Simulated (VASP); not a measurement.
Input of a VASP 6.6.1 run:

File INCAR:

```
  ALGO = Normal
  EDIFF = 1E-6
  ENCUT = 520
  GGA = PE
  ISIF = 2
  ISMEAR = -1
  LASPH = True
  LCHARG = True
  LELF = True
  LREAL = False
  LVHAR = True
  LWAVE = False
  NBANDS = 30
  NELM = 80
  PREC = Accurate
  SIGMA = 0.05
```

File KPOINTS:

```
k-points
0
Gamma
  5 5 5
```

File POSCAR:

```
Ga3Se
1.0
    4.5211143000      0.0000000000      0.0000000000
    0.0000000000      4.5211143000      0.0000000000
    0.0000000000      0.0000000000      4.4324650000
Se Ga
1 3
Direct
    0.0000000000      0.0000000000      0.0000000000
    0.5000000000      0.5000000000      0.0000000000
    0.5000000000      0.0000000000      0.5000000000
    0.0000000000      0.5000000000      0.5000000000
```

Potentials or basis: VASP PAW PBE potentials, release 64 (Se, Ga_d).

Launch:

```bash
$ cat potpaw_PBE.64/Se/POTCAR potpaw_PBE.64/Ga_d/POTCAR > POTCAR
$ mpirun -np 1 vasp_std > vasp.out
```

(1) What does it give for the pressure?

## Answers

(1) -1.4 GPa.
